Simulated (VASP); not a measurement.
# N (P6_3/mmc) in VASP: single point with PBE

Aim: the single point of N with PBE.

Everything below comes from runs of VASP 6.6.1. Logs are shortened: lines on timing, memory, paths and dates and some standing lists are left out, and cuts for length are marked.

## 1. The cell of the first run

It takes space group P6_3/mmc (No. 194, hexagonal). The conventional cell has a = 2.519 Å, b = 2.519 Å, c = 2.446 Å, α = 90.00°, β = 90.00°, γ = 120.00°. N (site symmetry -6m2) has 14 N at 1.90 to 2.52 Å within 2.6 Å.

## 2. Single point, PBE

The input, INCAR:

```
  ALGO = Normal
  EDIFF = 1E-6
  ENCUT = 520
  GGA = PE
  ISIF = 2
  ISMEAR = 0
  LASPH = T
  LCHARG = T
  LELF = T
  LREAL = F
  LVHAR = T
  LWAVE = F
  NBANDS = 12
  NELM = 80
  PREC = Accurate
  SIGMA = 0.05
```

The input, KPOINTS:

```
k-points
0
Gamma
  18 18 16
```

The input, POSCAR:

```
N
1.0
    2.5194737900      0.0000000000      0.0000000000
   -1.2597368900      2.1819283100      0.0000000000
    0.0000000000      0.0000000000      2.4460020000
N
2
Direct
    0.6666666700      0.3333333300      0.2500000000
    0.3333333300      0.6666666700      0.7500000000
```

Potentials or basis: VASP PAW PBE potentials, release 64 (N).

On the command line:

```console
> cat potpaw_PBE.64/N/POTCAR > POTCAR
> mpirun -np 1 vasp_std > vasp.out
```

OUTCAR:

```text
EDIFF = 1E-6
   ENCUT = 520
   GGA = PE
   ISIF = 2
   ISMEAR = 0
   LASPH = T
   LREAL = F
   NELM = 80
   PREC = Accurate

 ion  position               nearest neighbor table
   1  0.667  0.333  0.250-
   2  0.333  0.667  0.750-

  LATTYP: Found a hexagonal cell.
 ALAT       =     2.5194737900
 C/A-ratio  =     0.9708384385

  Lattice vectors:

 A1 = (   2.5194737900,   0.0000000000,   0.0000000000)
 A2 = (  -1.2597368900,   2.1819283100,   0.0000000000)
 A3 = (   0.0000000000,   0.0000000000,   2.4460020000)

Analysis of symmetry for initial positions (statically):
=====================================================================
 Subroutine PRICEL returns:
 Original cell was already a primitive cell.

 Routine SETGRP: Setting up the symmetry group for a
 hexagonal supercell.

 Subroutine GETGRP returns: Found 24 space group operations
 (whereof 12 operations were pure point group operations)
 out of a pool of 24 trial point group operations.

The static configuration has the point symmetry D_3d.
 The point group associated with its full space group is D_6h.

Analysis of symmetry for dynamics (positions and initial velocities):
=====================================================================
 Subroutine PRICEL returns:
 Original cell was already a primitive cell.

 Routine SETGRP: Setting up the symmetry group for a
 hexagonal supercell.

 Subroutine GETGRP returns: Found 24 space group operations
 (whereof 12 operations were pure point group operations)
 out of a pool of 24 trial point group operations.

The dynamic configuration has the point symmetry D_3d.
 The point group associated with its full space group is D_6h.

 Subroutine INISYM returns: Found 24 space group operations
 (whereof 12 operations are pure point group operations),
 and found     1 'primitive' translations

----------------------------------------------------------------------------------------

                                     Primitive cell

  volume of cell :      13.4464

  direct lattice vectors                    reciprocal lattice vectors
     2.519473790  0.000000000  0.000000000     0.396908277  0.229155099  0.000000000
    -1.259736890  2.181928310  0.000000000     0.000000000  0.458310200  0.000000000
     0.000000000  0.000000000  2.446002000     0.000000000  0.000000000  0.408830410

  length of vectors
     2.519473790  2.519473791  2.446002000     0.458310200  0.458310200  0.408830410

  position of ions in fractional coordinates (direct lattice)
     0.666666670  0.333333330  0.250000000
     0.333333330  0.666666670  0.750000000

  ion indices of the primitive-cell ions
   primitive index   ion index
                 1           1
                 2           2

----------------------------------------------------------------------------------------

 KPOINTS: k-points

Automatic generation of k-mesh.
 Grid dimensions read from file:
 generate k-points for:   18   18   16

 Generating k-lattice:

  Cartesian coordinates                     Fractional coordinates (reciprocal lattice)
     0.022050460  0.012730839  0.000000000     0.055555556 -0.000000000  0.000000000
     0.000000000  0.025461678  0.000000000     0.000000000  0.055555556  0.000000000
     0.000000000  0.000000000  0.025551901     0.000000000  0.000000000  0.062500000

  Length of vectors
     0.025461678  0.025461678  0.025551901

  Shift w.r.t. Gamma in fractional coordinates (k-lattice)
     0.000000000  0.000000000  0.000000000

 Subroutine IBZKPT returns following result:
 ===========================================

 Found    333 irreducible k-points:

 Following reciprocal coordinates:
            Coordinates               Weight
  0.000000  0.000000  0.000000      1.000000
  0.055556  0.000000  0.000000      6.000000
  0.111111  0.000000  0.000000      6.000000
  0.166667  0.000000  0.000000      6.000000
  0.222222 -0.000000  0.000000      6.000000
  0.277778 -0.000000  0.000000      6.000000
[... 16 lines left out ...]
  0.333333  0.111111  0.000000     12.000000
  0.388889  0.111111  0.000000     12.000000
 [... further k-points ...]
   k-points           NKPTS =    333   k-points in BZ     NKDIM =    333   number of bands    NBANDS=     12
   number of dos      NEDOS =    301   number of ions     NIONS =      2
   total plane-waves  NPLWV =   7200
   dimension x,y,z NGX =    20 NGY =   20 NGZ =   18
   dimension x,y,z NGXF=    40 NGYF=   40 NGZF=   36
   ions per type =               2
   NGX,Y,Z   is equivalent  to a cutoff of  13.20, 13.20, 12.23 a.u.
   NGXF,Y,Z  is equivalent  to a cutoff of  26.39, 26.39, 24.47 a.u.
 SYSTEM =  unknown system
   PREC   = accura    normal or accurate (medium, high low for compatibility)
   ISTART =      0    job   : 0-new  1-cont  2-samecut
   ICHARG =      2    charge: 1-file 2-atom 10-const
   ISPIN  =      1    spin polarized calculation?
   LNONCOLLINEAR =      F non collinear calculations
   LSORBIT =      F    spin-orbit coupling
   LASPH  =      T    aspherical Exc in radial PAW
   ENCUT  =  520.0 eV  38.22 Ry    6.18 a.u.   4.68  4.68  4.55*2*pi/ulx,y,z
   NELM   =     80;   NELMIN=  2; NELMDL= -5     # of ELM steps
   EDIFF  = 0.1E-05   stopping-criterion for ELM
   LREAL  =      F    real-space projection
   EDIFFG = 0.1E-04   stopping-criterion for IOM
   NSW    =      0    number of steps for IOM
   IBRION =     -1    ionic relax: 0-MD 1-quasi-New 2-CG
   NFREE  =      0    steps in history (QN), initial steepest desc. (CG)
   ISIF   =      2    stress and relaxation
   ISYM   =      2    0-nonsym 1-usesym 2-fastsym
   POTIM  = 0.5000    time-step for ionic-motion
   TEBEG  =    0.0;   TEEND  =   0.0 temperature during run
   PSTRESS=    0.0 pullay stress
   NELECT =      10.0000    total number of electrons
   NUPDOWN=      -1.0000    fix difference up-down
   EMIN   =  10.00;   EMAX   =-10.00  energy-range for DOS
   EFERMI =   0.00;   METHOD = LEGACY
   ISMEAR =     0;   SIGMA  =   0.05  broadening in eV -4-tet -1-fermi 0-gaus
   EFERMI_NEDOS =   21; number of points for ismear=-14 and -15
   IALGO  =     38    algorithm
   IMIX   =      4    mixing-type and parameters
     AMIX     =   0.40;   BMIX     =  1.00
     AMIX_MAG =   1.60;   BMIX_MAG =  1.00
  volume/ion in A,a.u.               =       6.72        45.37
  Fermi-wavevector in a.u.,A,eV,Ry     =   1.483221  2.802881 29.932052  2.199944
  Thomas-Fermi vector in A             =   2.596909
   LORBIT       =      0    0 simple, 1 ext, 2 COOP (PROOUT), +10 PAW based schemes
   GGA     = PE    functional components
   LHFCALC =     F    Hartree Fock is set to
   AEXX    =    0.0000 exact exchange contribution
   IVDW    =     0    specifies the selected vdW correction
   LEPSILON=     F    determine dielectric tensor
   LRPA    =     F    only Hartree local field effects (RPA)
 non-spin polarized calculation
 Gauss-broadening in eV      SIGMA  =   0.05
  energy-cutoff  :      520.00
  volume of cell :       13.45
 maximum number of plane-waves:       381
 NGX is ok and might be reduce to    20
   NGX =  9   NGY =  9   NGZ =  9

 number of electron      10.0000001 magnetization

 Free energy of the ion-electron system (eV)
  ---------------------------------------------------
  ext. energy  EPLUGINS =         0.00000000
  ---------------------------------------------------
  free energy    TOTEN  =        -9.40897375 eV

  energy without entropy =       -9.40819558  energy(sigma->0) =       -9.40858467

 E-fermi :   7.0525     XC(G=0): -13.0383

 val. band max:        7.0311891412   @ k =   0.0556   0.0000   0.5000
 cond. band min:       7.0525332423   @ k =   0.0000   0.0000   0.4375
 fundamental gap:      0.0213441011
 Fermi energy:         7.0524603423

 k-point     1 :       0.0000    0.0000    0.0000
  band No.  band energies     occupation
      1     -15.0214      2.00000
      2       1.2827      2.00000
      3       2.2489      2.00000
      4       4.6786      2.00000
      5       4.6786      2.00000
      6       9.8547      0.00000
      7       9.8547      0.00000
      8      13.1788      0.00000
      9      21.6492      0.00000
     10      25.1652      0.00000
     11      32.4394      0.00000
     12      32.4394      0.00000

 k-point     2 :       0.0556    0.0000    0.0000
  band No.  band energies     occupation
      1     -14.9469      2.00000
      2       1.0413      2.00000
      3       2.3097      2.00000
      4       4.5550      2.00000
      5       4.6992      2.00000
      6       9.8240      0.00000
      7       9.9743      0.00000
      8      13.0810      0.00000
      9      21.8344      0.00000
     10      25.1010      0.00000
     11      32.5602      0.00000
     12      32.5693      0.00000

 k-point     3 :       0.1111    0.0000    0.0000
  band No.  band energies     occupation
      1     -14.7245      2.00000
      2       0.3635      2.00000
      3       2.4909      2.00000
      4       4.2294      2.00000
      5       4.7472      2.00000
      6       9.7442      0.00000
      7      10.2852      0.00000
      8      12.7943      0.00000
      9      22.3449      0.00000
     10      24.9078      0.00000
     11      32.9305      0.00000
     12      32.9721      0.00000
[... 286 lines left out ...]
 k-point    23 :       0.3333    0.1111    0.0000
  band No.  band energies     occupation
      1     -11.4099      2.00000
      2      -5.8823      2.00000
      3       0.9611      2.00000
      4       4.9919      2.00000
      5       5.9097      2.00000
      6       9.4103      0.00000
      7       9.6735      0.00000
      8      11.8036      0.00000
      9      21.8930      0.00000
     10      28.5662      0.00000
     11      32.6824      0.00000
     12      34.9138      0.00000

 k-point    24 :       0.3889    0.1111    0.0000
  band No.  band energies     occupation
      1     -10.6053      2.00000
      2      -6.9397      2.00000
      3       0.7315      2.00000
      4       5.4978      2.00000
      5       5.9825      2.00000
      6       8.8219      0.00000
      7       9.6895      0.00000
      8      11.9100      0.00000
      9      21.5376      0.00000
     10      29.8549      0.00000
     11      32.2086      0.00000
     12      34.3614      0.00000

 [... further k-points ...]

------------------------ aborting loop because EDIFF is reached ----------------------------------------

  FORCE on cell =-STRESS in cart. coord.  units (eV):
  Direction    XX          YY          ZZ          XY          YZ          ZX
  --------------------------------------------------------------------------------------
  -------------------------------------------------------------------------------------
  Total        1.1926541      1.1926541      0.0908045      0.0000000      0.0000000      0.0000000
  in kB      142.1078126    142.1078131     10.8195944      0.0000003      0.0000000      0.0000000
  external PRESSURE =      98.3450734 kB  Pullay stress =       0.0000000 kB

 VOLUME and BASIS-vectors are now :
 -----------------------------------------------------------------------------
  energy-cutoff  :      520.00
  volume of cell :       13.45
      direct lattice vectors                 reciprocal lattice vectors
     2.519473790  0.000000000  0.000000000     0.396908277  0.229155099  0.000000000
    -1.259736890  2.181928310  0.000000000     0.000000000  0.458310200  0.000000000
     0.000000000  0.000000000  2.446002000     0.000000000  0.000000000  0.408830410

 POSITION                                       TOTAL-FORCE (eV/Angst)
 -----------------------------------------------------------------------------------
      1.25974      0.72731      0.61150        -0.000000      0.000000      0.000000
     -0.00000      1.45462      1.83450         0.000000     -0.000000      0.000000
 -----------------------------------------------------------------------------------
    total drift:                               -0.000002      0.000001      0.000000

  FREE ENERGIE OF THE ION-ELECTRON SYSTEM (eV)
  ---------------------------------------------------
  free  energy   TOTEN  =        -9.4089737525 eV

  energy  without entropy=       -9.4081955826  energy(sigma->0) =       -9.40858467
```

Wall time 49 s (1 thread of Intel Xeon 8259CL, shared host); peak memory 0.15 GiB.

Results:

| Quantity | Value |
| --- | --- |
| Free energy | -9.4090 eV |
| Pressure | 9.8 GPa |
| Band gap on the k mesh | zero (bands 5 and 6 overlap by 4.98 eV) |

Stress tensor (GPa, compression positive):
```
14.21  0.00  0.00
 0.00 14.21  0.00
 0.00  0.00  1.08
```

Caveat: the stress differs along the axes, from 1 to 14 GPa.

The gap in the log of VASP goes by the Fermi energy; the results here count the filled bands.